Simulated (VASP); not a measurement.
Runs of VASP 6.6.1 on Ni. The structure is that of space group Fm-3m (No. 225), or close to it. The cells are those of the table. 

| spin | cell | gap on the mesh (eV) | pressure (GPa) | moment (μB) |
| --- | --- | --- | --- | --- |
| collinear, ferromagnetic start | a = 2.489 Å, angles 60.0°, 1 atom | none | -10.0 | 0.63 |
| collinear, ferromagnetic start | a = 2.432 Å, angles 60.0°, 1 atom | none | 4.8 | 0.62 |
| collinear, ferromagnetic start | a = 2.449 Å, angles 60.0°, 1 atom | none | (b) | 0.62 |
| off | a = 2.449 Å, angles 60.0°, 1 atom | none | (a) | - |

Alike in all rows: task single point; level PBEsol; potentials or basis VASP PAW PBE potentials, release 64 (Ni); k mesh 20 × 20 × 20; cutoff (eV) 520; smearing gaussian 0.05 eV.

**Question.** Estimate the missing entries.

**Answer.** (a) -1.4; (b) -0.2.

Caveats: the PAW data sets were made with another functional, which shifts forces and pressure a little.

A gap of «none» marks levels without a gap at the run's occupations.
